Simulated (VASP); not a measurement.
# KIr (CsCl type) (Pm-3m) in VASP: further runs

The runs below take KIr (CsCl type) through electric field gradients, single point, with LDA.

Program: VASP 6.6.1. These are calculated values, not measurements. Logs are shortened: lines on timing, memory, paths and dates and some standing lists are left out, and cuts for length are marked.

## Step 1: The cell of the first run

Symmetry: Pm-3m, No. 221, cubic system. The conventional cell has a = 3.446 Å, b = 3.446 Å, c = 3.446 Å, α = 90.00°, β = 90.00°, γ = 90.00°. Within 3.9 Å of K (site symmetry m-3m) lie 8 Ir at 2.98 Å and 6 K at 3.45 Å. Ir (site symmetry m-3m) has 8 K at 2.98 Å and 6 Ir at 3.45 Å within 3.9 Å.

## Step 2: Electric field gradients, LDA

INCAR

```
PREC = Accurate ; ENCUT = 520
EDIFF = 1E-8 ; ISMEAR = -1
SIGMA = 0.05 ; LREAL = False
LASPH = True ; NELM = 100
ALGO = Normal ; ISIF = 2
LWAVE = False ; LCHARG = False
GGA = CA ; LEFG = True
NBANDS = 16
```

KPOINTS

```
regular mesh
0
Gamma
  10 10 10
```

POSCAR

```
KIr
1.0
    3.4457357822      0.0000000000      0.0000000000
    0.0000000000      3.4457357822      0.0000000000
    0.0000000000      0.0000000000      3.4457357822
K Ir
1 1
Direct
    0.0000000000      0.0000000000      0.0000000000
    0.5000000000      0.5000000000      0.5000000000
```

Potentials or basis: VASP PAW LDA potentials, release 64 (K_sv, Ir).

Launch:

```
cat potpaw_LDA.64/K_sv/POTCAR potpaw_LDA.64/Ir/POTCAR > POTCAR
mpirun -np 1 vasp_std > vasp.out
```

OUTCAR:

```text
PREC = Accurate
   ENCUT = 520
   EDIFF = 1E-8
   ISMEAR = -1
   LREAL = False
   LASPH = True
   NELM = 100
   ISIF = 2
   GGA = CA

 ion  position               nearest neighbor table
   1  0.000  0.000  0.000-   2 2.98   2 2.98   2 2.98   2 2.98   2 2.98   2 2.98   2 2.98   2 2.98

   2  0.500  0.500  0.500-   1 2.98   1 2.98   1 2.98   1 2.98   1 2.98   1 2.98   1 2.98   1 2.98

  LATTYP: Found a simple cubic cell.
 ALAT       =     3.4457357822

  Lattice vectors:

 A1 = (   3.4457357822,   0.0000000000,   0.0000000000)
 A2 = (   0.0000000000,   3.4457357822,   0.0000000000)
 A3 = (   0.0000000000,   0.0000000000,   3.4457357822)

Analysis of symmetry for initial positions (statically):
=====================================================================
 Subroutine PRICEL returns:
 Original cell was already a primitive cell.

 Routine SETGRP: Setting up the symmetry group for a
 simple cubic supercell.

 Subroutine GETGRP returns: Found 48 space group operations
 (whereof 48 operations were pure point group operations)
 out of a pool of 48 trial point group operations.

The static configuration has the point symmetry O_h .

Analysis of symmetry for dynamics (positions and initial velocities):
=====================================================================
 Subroutine PRICEL returns:
 Original cell was already a primitive cell.

 Routine SETGRP: Setting up the symmetry group for a
 simple cubic supercell.

 Subroutine GETGRP returns: Found 48 space group operations
 (whereof 48 operations were pure point group operations)
 out of a pool of 48 trial point group operations.

The dynamic configuration has the point symmetry O_h .

 Subroutine INISYM returns: Found 48 space group operations
 (whereof 48 operations are pure point group operations),
 and found     1 'primitive' translations

----------------------------------------------------------------------------------------

                                     Primitive cell

  volume of cell :      40.9115

  direct lattice vectors                    reciprocal lattice vectors
     3.445735782  0.000000000  0.000000000     0.290213778  0.000000000  0.000000000
     0.000000000  3.445735782  0.000000000     0.000000000  0.290213778  0.000000000
[... 116 lines left out ...]
 non-spin polarized calculation
  energy-cutoff  :      520.00
  volume of cell :       40.91
 maximum number of plane-waves:      1141
 NGX is ok and might be reduce to    28
   NGX = 13   NGY = 13   NGZ = 13

 number of electron      18.0000000 magnetization

 Free energy of the ion-electron system (eV)
  ---------------------------------------------------
  ext. energy  EPLUGINS =         0.00000000
  ---------------------------------------------------
  free energy    TOTEN  =        -7.89094924 eV

  energy without entropy =       -7.86798314  energy(sigma->0) =       -7.87946619

 E-fermi :   2.8740     XC(G=0): -11.1533

 val. band max:        2.8677907894   @ k =   0.1000   0.1000   0.1000
 cond. band min:       2.8774712069   @ k =   0.2000   0.0000   0.0000
 fundamental gap:      0.0096804175
 Fermi energy:         2.8739598699

 k-point     1 :       0.0000    0.0000    0.0000
  band No.  band energies     occupation
      1     -25.4864      2.00000
      2      -9.0323      2.00000
      3      -9.0323      2.00000
      4      -9.0323      2.00000
      5      -1.3635      2.00000
      6       0.5545      2.00000
[... 433 lines left out ...]
      3      -9.0891      2.00000
      4      -9.0845      2.00000
      5       0.4242      2.00000
      6       1.0121      2.00000
[... 8 lines left out ...]
     15      13.1131      0.00000
     16      14.2633      0.00000

 [... further k-points ...]
[... 5 lines left out ...]
  --------------------------------------------------------------------------------------
  -------------------------------------------------------------------------------------
  Total        0.1366990      0.1366990      0.1366990      0.0000000      0.0000000     -0.0000000
  in kB        5.3534028      5.3534028      5.3534028      0.0000000      0.0000000     -0.0000000
  external PRESSURE =       5.3534028 kB  Pullay stress =       0.0000000 kB

 VOLUME and BASIS-vectors are now :
 -----------------------------------------------------------------------------
  energy-cutoff  :      520.00
  volume of cell :       40.91
      direct lattice vectors                 reciprocal lattice vectors
     3.445735782  0.000000000  0.000000000     0.290213778  0.000000000  0.000000000
     0.000000000  3.445735782  0.000000000     0.000000000  0.290213778  0.000000000
     0.000000000  0.000000000  3.445735782     0.000000000  0.000000000  0.290213778

 POSITION                                       TOTAL-FORCE (eV/Angst)
 -----------------------------------------------------------------------------------
      0.00000      0.00000      0.00000         0.000000      0.000000      0.000000
      1.72287      1.72287      1.72287         0.000000      0.000000      0.000000
 -----------------------------------------------------------------------------------
    total drift:                                0.000000      0.000000      0.000000

  FREE ENERGIE OF THE ION-ELECTRON SYSTEM (eV)
  ---------------------------------------------------
  free  energy   TOTEN  =        -7.8909492363 eV

  energy  without entropy=       -7.8679831423  energy(sigma->0) =       -7.87946619

 Electric field gradients (V/A^2)
---------------------------------------------------------------------
 ion       V_xx      V_yy      V_zz      V_xy      V_xz      V_yz
---------------------------------------------------------------------
   1       0.000     0.000     0.000     0.000    -0.000     0.000
   2       0.000     0.000     0.000     0.000    -0.000     0.000
---------------------------------------------------------------------

 Electric field gradients after diagonalization (V/A^2)
 (convention: |V_zz| > |V_xx| > |V_yy|)
----------------------------------------------------------------------
 ion       V_xx      V_yy      V_zz     asymmetry (V_yy - V_xx)/ V_zz
----------------------------------------------------------------------
   1       0.000     0.000     0.000      -0.210
   2       0.000     0.000     0.000      -0.709
----------------------------------------------------------------------

           NMR quadrupolar parameters

 Cq : quadrupolar parameter    Cq=e*Q*V_zz/h
 eta: asymmetry parameters     (V_yy - V_xx)/ V_zz
 Q  : nuclear electric quadrupole moment in mb (millibarn)
----------------------------------------------------------------------
 ion       Cq(MHz)       eta       Q (mb)
----------------------------------------------------------------------
   1       0.000      -0.210       1.000
   2       0.000      -0.709       1.000
----------------------------------------------------------------------
```

Wall time 21 s (1 thread of Intel Xeon 6975P-C, shared host); peak memory 0.17 GiB.

Results:

- Free energy: -7.8909 eV
- Pressure: 0.5 GPa
- Band gap on the k mesh: zero (bands 9 and 10 overlap by 1.32 eV)
- Largest electric field gradient by atom: under 0.05 V/Å² on every atom

Levels at points of the mesh, in eV from the Fermi level:
```csv
k point,band 7,band 8,band 9,band 10,band 11,band 12
"(0.00, 0.00, 0.00)",-2.32,-0.06,-0.06,-0.06,7.15,7.15
"(0.50, 0.00, 0.00)",-0.31,-0.31,0.13,0.82,1.45,5.61
"(0.50, 0.50, 0.00)",-0.86,-0.86,0.66,1.73,4.16,4.16
"(0.50, 0.50, 0.50)",-0.76,0.71,0.71,2.46,2.46,2.46
```

Caveat: spin-orbit coupling is left out, which moves the levels of the heavy elements.

## Step 3: Single point, LDA

POSCAR is that of step 2.

INCAR.step1

```
ALGO = Normal
EDIFF = 1E-6
ENCUT = 520
ISIF = 2
ISMEAR = -1
LASPH = T
LCHARG = T
LMAXMIX = 4
LREAL = F
LWAVE = F
NBANDS = 16
NELM = 100
PREC = Accurate
SIGMA = 0.05
```

KPOINTS.step1

```
k-points
0
Gamma
  10 10 10
```

INCAR.step2

```
ALGO = Normal
EDIFF = 1E-6
ENCUT = 520
ICHARG = 11
ISIF = 2
ISMEAR = -5
LASPH = T
LCHARG = F
LMAXMIX = 4
LORBIT = 11
LREAL = F
LWAVE = F
NBANDS = 16
NEDOS = 2001
NELM = 100
PREC = Accurate
SIGMA = 0.05
```

KPOINTS.step2

```
k-points
0
Gamma
  15 15 15
```

Potentials or basis: VASP PAW LDA potentials, release 64 (K_sv, Ir).

Launch:

```
cat potpaw_LDA.64/K_sv/POTCAR potpaw_LDA.64/Ir/POTCAR > POTCAR
cp INCAR.step1 INCAR
cp KPOINTS.step1 KPOINTS
mpirun -np 1 vasp_std > vasp.out
cp INCAR.step2 INCAR
cp KPOINTS.step2 KPOINTS
mpirun -np 1 vasp_std > vasp.out
```

Run time: 51 s. Hardware: 1 thread of Intel Xeon 6975P-C, shared host; peak memory 0.2 GiB.

The run converged. Its results:

```
Valence electrons inside the program's atomic spheres : K 7.69; Ir 7.89
```

Levels at points of the mesh, in eV from the Fermi level:
| k point | band 7 | band 8 | band 9 | band 10 | band 11 | band 12 |
| --- | --- | --- | --- | --- | --- | --- |
| (0.00, 0.00, 0.00) | -2.29 | -0.03 | -0.03 | -0.03 | 7.18 | 7.18 |

Caveat: spin-orbit coupling is left out, which moves the levels of the heavy elements.
